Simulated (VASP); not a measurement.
# BeB3N3 (P6mm) in VASP: further runs, part 2 of 2

VASP 6.6.1. The steps go on from the part before.

## (3) Relaxation of cell and atoms, PBE

INCAR reads:

```
ALGO = Normal
EDIFF = 1E-7
EDIFFG = -0.01
ENCUT = 600
GGA = PE
IBRION = 2
ISIF = 3
ISMEAR = 0
LASPH = True
LCHARG = False
LREAL = False
LWAVE = False
NELM = 100
NSW = 100
PREC = Accurate
SIGMA = 0.1
```

KPOINTS reads:

```
k-points
0
Gamma
  9 9 10
```

POSCAR reads:

```
BeB3N3
1.0
    4.8681626019      0.0000000000      0.0000000000
   -2.4340813010      4.2159524830      0.0000000000
    0.0000000000      0.0000000000      3.7385535742
Be B N
1 3 3
Direct
    0.0000000000      0.0000000000      0.8953439664
    0.0000000000      0.0000000000      0.3980365128
    0.3333333333      0.6666666667      0.6271925460
    0.6666666667      0.3333333333      0.6271925460
    0.5000000000      0.0000000000      0.6286456296
    0.0000000000      0.5000000000      0.6286456296
    0.5000000000      0.5000000000      0.6286456296
```

Potentials or basis: VASP PAW PBE potentials, release 64 (Be, B, N).

Run with:

```console
cat potpaw_PBE.64/Be/POTCAR potpaw_PBE.64/B/POTCAR potpaw_PBE.64/N/POTCAR > POTCAR
mpirun -np 1 vasp_std > vasp.out
```

OUTCAR:

```text
EDIFF = 1E-7
   EDIFFG = -0.01
   ENCUT = 600
   GGA = PE
   IBRION = 2
   ISIF = 3
   ISMEAR = 0
   LASPH = True
   LREAL = False
   NELM = 100
   NSW = 100
   PREC = Accurate

 ion  position               nearest neighbor table
   1  0.000  0.000  0.895-   2 1.86   2 1.88
   2  0.000  0.000  0.398-   1 1.86   1 1.88
   3  0.333  0.667  0.627-   6 1.41   5 1.41   7 1.41
   4  0.667  0.333  0.627-   6 1.41   5 1.41   7 1.41
   5  0.500  0.000  0.629-   3 1.41   4 1.41
   6  0.000  0.500  0.629-   3 1.41   4 1.41
   7  0.500  0.500  0.629-   3 1.41   4 1.41

  LATTYP: Found a hexagonal cell.
 ALAT       =     4.8681626019
 C/A-ratio  =     0.7679598814

  Lattice vectors:

 A1 = (   4.8681626019,   0.0000000000,   0.0000000000)
 A2 = (  -2.4340813010,   4.2159524830,   0.0000000000)
 A3 = (   0.0000000000,   0.0000000000,   3.7385535742)

Analysis of symmetry for initial positions (statically):
=====================================================================
 Subroutine PRICEL returns:
 Original cell was already a primitive cell.

 Routine SETGRP: Setting up the symmetry group for a
 hexagonal supercell.
[... 186 lines left out ...]
  -------------------------------------------------------------------------------------
  Total       -0.0434056     -0.0434056     -0.0933191      0.0000000     -0.0000000      0.0000000
  in kB       -0.9063407     -0.9063407     -1.9485739      0.0000000     -0.0000000      0.0000000
  external PRESSURE =      -1.2537518 kB  Pullay stress =       0.0000000 kB
[... 110 lines left out ...]
--------------------------------------- Ionic step        4  -------------------------------------------

 number of electron      26.0000001 magnetization

 Free energy of the ion-electron system (eV)
  ---------------------------------------------------
  ext. energy  EPLUGINS =         0.00000000
  ---------------------------------------------------
  free energy    TOTEN  =       -45.62846581 eV

  energy without entropy =      -45.61539634  energy(sigma->0) =      -45.62193107

 E-fermi :   1.8800     XC(G=0):  -9.4245

 val. band max:        1.8764685188   @ k =   0.4444   0.0000   0.1000
 cond. band min:       1.8893102941   @ k =   0.4444   0.0000   0.0000
 fundamental gap:      0.0128417753
 Fermi energy:         1.8800244055

 k-point     1 :       0.0000    0.0000    0.0000
  band No.  band energies     occupation
      1     -15.4241      2.00000
      2     -12.4578      2.00000
      3     -12.4578      2.00000
      4      -8.2926      2.00000
      5      -5.5421      2.00000
      6      -5.5421      2.00000
[... 457 lines left out ...]
      4      -6.1337      2.00000
      5      -6.1337      2.00000
      6      -4.7623      2.00000
[... 9 lines left out ...]
     16       4.0611      0.00000
     17       8.7721      0.00000

 [... further k-points ...]

------------------------ aborting loop because EDIFF is reached ----------------------------------------

  FORCE on cell =-STRESS in cart. coord.  units (eV):
  Direction    XX          YY          ZZ          XY          YZ          ZX
  --------------------------------------------------------------------------------------
  -------------------------------------------------------------------------------------
  Total       -0.0013718     -0.0013718      0.0039158      0.0000000      0.0000000      0.0000000
  in kB       -0.0286842     -0.0286842      0.0818808      0.0000000      0.0000000      0.0000000
  external PRESSURE =       0.0081708 kB  Pullay stress =       0.0000000 kB
[... 22 lines left out ...]
  FREE ENERGIE OF THE ION-ELECTRON SYSTEM (eV)
  ---------------------------------------------------
  free  energy   TOTEN  =       -45.6284658063 eV

  energy  without entropy=      -45.6153963376  energy(sigma->0) =      -45.62193107

 reached required accuracy - stopping structural energy minimisation
```

CONTCAR:

```text
BeB3N3
   1.00000000000000
     4.8674613485291500    0.0000000000000083    0.0000000000000000
    -2.4337306743145608    4.2153451797663495    0.0000000000000000
     0.0000000000000000   -0.0000000000000000    3.7343548255393020
  Be              B               N
     1     3     3
Direct
     1.0000000000000000    1.0000000000000000    0.8954053139460499
     0.0000000000000000    0.0000000000000000    0.3981162042924202
     0.3333333332999970    0.6666666667000030    0.6270963794673672
     0.6666666667000030    0.3333333332999970    0.6270963794673672
     0.5000000000000000    0.0000000000000000    0.6286627276089339
     0.0000000000000000    0.5000000000000000    0.6286627276089339
     0.5000000000000000    0.5000000000000000    0.6286627276089339

  0.00000000E+00  0.00000000E+00  0.00000000E+00
  0.00000000E+00  0.00000000E+00  0.00000000E+00
  0.00000000E+00  0.00000000E+00  0.00000000E+00
  0.00000000E+00  0.00000000E+00  0.00000000E+00
  0.00000000E+00  0.00000000E+00  0.00000000E+00
  0.00000000E+00  0.00000000E+00  0.00000000E+00
  0.00000000E+00  0.00000000E+00  0.00000000E+00
```

It took 3.6 min on 1 thread of Intel Xeon 6975P-C (Granite Rapids), shared host; peak memory 0.28 GiB.

What came out:

| Quantity | Value |
| --- | --- |
| Free energy | -45.6285 eV |
| Relaxed volume | 10.95 Å³/atom |
| Relaxed cell | a = 4.867 Å, b = 4.867 Å, c = 3.734 Å, α = 90.00°, β = 90.00°, γ = 120.00° |
| Space group after relaxing (to 0.05 Å) | P6mm (No. 183) |
| Energy gained by relaxing | 0.0 meV/atom |
| Ionic steps | 4 |
| Pressure after relaxing | 0.0 GPa |
| Largest force after relaxing | 0.005 eV/Å |
| Band gap on the k mesh | zero (band 13 reaches 1.96 eV, above the bottom of band 14 at 1.89 eV) |

Forces in eV/Å, atoms in the order of the input:
```
Be   0.000  0.000  0.000
B    0.000  0.000  0.005
B    0.000  0.000 -0.001
B    0.000  0.000 -0.001
N    0.000  0.000 -0.001
N    0.000  0.000 -0.001
N    0.000  0.000 -0.001
```

Final structure:
```
Be B N
1.0
     4.86746    0.00000    0.00000
    -2.43373    4.21535    0.00000
     0.00000    0.00000    3.73435
Be B N
1 3 3
Direct
  0.00000 0.00000 0.89541
  0.00000 0.00000 0.39812
  0.33333 0.66667 0.62710
  0.66667 0.33333 0.62710
  0.50000 0.00000 0.62866
  0.00000 0.50000 0.62866
  0.50000 0.50000 0.62866
```

Levels at points of the mesh, in eV from the Fermi level:
```tsv
k point	band 9	band 10	band 11	band 12	band 13	band 14	band 15	band 16	band 17
(0.00, 0.00, 0.00)	-2.29	-2.29	-1.15	-0.40	-0.40	1.11	3.59	3.76	3.76
(0.00, 0.00, 0.50)	-1.96	-1.96	-1.56	-1.01	-1.01	1.14	2.21	2.76	2.76
```
